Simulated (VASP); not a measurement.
**HfS2: single point with PBE**

Crystal: HfS2.

```
Hf S
1.0
     3.70290    0.00000    0.00000
    -1.85145    3.20681    0.00000
     0.00000    0.00000    5.81957
Hf S
1 2
Direct
  0.00000 0.00000 0.00000
  0.33333 0.66667 0.24143
  0.66667 0.33333 0.75857
```

This cell differs from its parent crystal: epitaxial xy strain +2.0%.

| Item | Value |
| --- | --- |
| Program | VASP 6.6.1 |
| Task | single point |
| Functional | PBE |
| Potentials or basis | VASP PAW PBE potentials, release 64 (Hf_pv, S) |
| Cutoff | 500 eV |
| k mesh | 6 × 6 × 2 |
| Occupations | gaussian, width 0.01 eV |
| Spin | no spin polarisation |

* Pressure: -0.5 GPa
* Largest force: 0.025 eV/Å
* Band gap on the k mesh: 1.13 eV (least direct gap 1.80 eV)

Forces in eV/Å, atoms in the order of the input:
```
Hf   0.000  0.000  0.000
S    0.000  0.000  0.025
S    0.000  0.000 -0.025
```

Stress tensor (GPa, compression positive):
```
-1.79  0.00  0.00
 0.00 -1.79  0.00
 0.00  0.00  2.03
```

Levels at points of the mesh, in eV from the valence-band top:
```tsv
k point	band 8	band 9	band 10	band 11	band 12	band 13	band 14	band 15
(0.00, 0.00, 0.00)	-3.00	-0.29	-0.29	0.00	1.80	1.80	2.58	5.31
(0.50, 0.00, 0.00)	-2.58	-2.47	-1.96	-1.54	1.21	3.58	3.67	6.20
(0.00, 0.00, 0.50)	-2.96	-1.77	-0.42	-0.42	1.75	1.75	2.71	5.76
(0.50, 0.00, 0.50)	-2.74	-2.28	-1.29	-0.91	1.13	3.63	3.65	5.70
```

Run time: 30 s on 1 thread of Intel Xeon 8259CL, with other jobs on the host, peak memory 0.17 GiB.

Caveat: the k points lie up to 0.54 Å⁻¹ apart; the cell differs from its parent crystal (epitaxial xy strain +2.0%); spin-orbit coupling is left out, which moves the levels of the heavy elements; this functional lacks dispersion, which binds the layers, so the pressure and a relaxed spacing across them are unreliable. A k mesh can miss the band edges.
